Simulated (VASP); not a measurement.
A run of VASP 6.6.1 is set up as follows.

File POSCAR:

```
ZnO
1.0
    0.0000000000      2.1337703831      2.1337703831
    2.1337703831      0.0000000000      2.1337703831
    2.1337703831      2.1337703831      0.0000000000
Zn O
1 1
Direct
    0.0000000000      0.0000000000      0.0000000000
    0.5000000000      0.5000000000      0.5000000000
```

The input INCAR.step1:

```
PREC = Accurate
ENCUT = 520
ISMEAR = 0
SIGMA = 0.01
LREAL = False
LASPH = True
NELM = 100
NBANDS = 16
GGA = PE
ALGO = Normal
EDIFF = 1E-4
LWAVE = True
LCHARG = False
```

INCAR.step2

```
PREC = Accurate
ENCUT = 520
EDIFF = 1E-7
ISMEAR = 0
SIGMA = 0.01
LREAL = False
LASPH = True
NELM = 100
ALGO = Normal
ISIF = 2
LWAVE = False
LCHARG = True
METAGGA = R2SCAN
LMIXTAU = True
LELF = True
LVHAR = True
NBANDS = 16
ISTART = 1
```

Contents of KPOINTS:

```
Automatic mesh
0
Gamma
  8 8 8
```

Potentials or basis: VASP PAW PBE potentials, release 64 (Zn, O).

The run is started by

```console
$ cat potpaw_PBE.64/Zn/POTCAR potpaw_PBE.64/O/POTCAR > POTCAR
$ cp INCAR.step1 INCAR
$ mpirun -np 1 vasp_std > vasp.out
$ cp INCAR.step2 INCAR
$ mpirun -np 1 vasp_std > vasp.out
```

(1) Estimate the band gap on the k mesh.

(2) Predict the pressure.

Answers

(1) 1.55 eV (least direct gap 2.98 eV).

(2) 1.5 GPa.

Caveat: the PAW data sets were made with another functional, which shifts forces and pressure a little.
